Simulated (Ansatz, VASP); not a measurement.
**One calculation of Ga2P, two programs**

```xyz
6
Lattice="3.6933 0.0000 0.0000 0.0000 3.6933 0.0000 0.0000 0.0000 7.9553" Properties=species:S:1:pos:R:3 pbc="T T T"
Ga    1.8466    1.8466    0.0000
Ga    0.0000    0.0000    0.0000
Ga    1.8466    0.0000    2.8618
Ga    0.0000    1.8466    5.0936
P     1.8466    0.0000    5.4269
P     0.0000    1.8466    2.5284
```

Change from the starting cell: species swapped into the Mn2Sb type (P4/nmm, No. 129).

Alike in both runs: functional PBE; k mesh 4 × 4 × 4; occupations gaussian, width 0.1 eV; no spin polarisation.

Ansatz relaxed the structure, and its values are those at the end. VASP's run is a single point on that final structure, the one shown.

|  | VASP | Ansatz |
| --- | --- | --- |
| version | VASP 6.6.1 | Ansatz 0.2.0 |
| potentials or method | VASP PAW PBE potentials, release 64 (Ga_d, P), cutoff 520 eV | scalar-relativistic, plane waves, PAW |
| valence electrons in the cell | 62 | 62 |

Ansatz gave:

- gap on the k mesh at the Fermi level (eV): none
- pressure (GPa): -0.1
- rms of the force components (eV/Å): 0.014

Q: What did VASP give for the same quantities?

A: gap on the k mesh at the Fermi level (eV): none; pressure (GPa): 0.0; rms of the force components (eV/Å): 0.012.

A gap of «none» marks a metal or a gap that the smearing closes.

The k mesh is coarse, so the values compare programs but aren't converged.
